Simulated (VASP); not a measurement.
Runs of VASP 6.6.1 on NaCl. The structure is that of space group Fm-3m (No. 225), or close to it. The cells are those of the table. 

```tsv
level	cell	k mesh	share of exact exchange	gap on the mesh (eV)	pressure (GPa)
HF	a = 3.951 Å, angles 60.0°, 2 atoms	5 × 5 × 5	1	13.91	2.8
B3LYP	a = 3.951 Å, angles 60.0°, 2 atoms	4 × 4 × 4	0.2	6.94	(b)
BHLYP	a = 3.951 Å, angles 60.0°, 2 atoms	4 × 4 × 4	0.5	9.46	0.6
B3LYP	a = 4.027 Å, angles 60.0°, 2 atoms	4 × 4 × 4	0.2	(a)	-0.1
```

Alike in all rows: no spin polarisation; smearing fermi-dirac 0.05 eV.

Question: Fill in the values left out.

Answer: (a) 6.70; (b) 1.5.

Caveats: some runs use coarse meshes; the PAW data sets were made with another functional, which shifts forces and pressure a little.

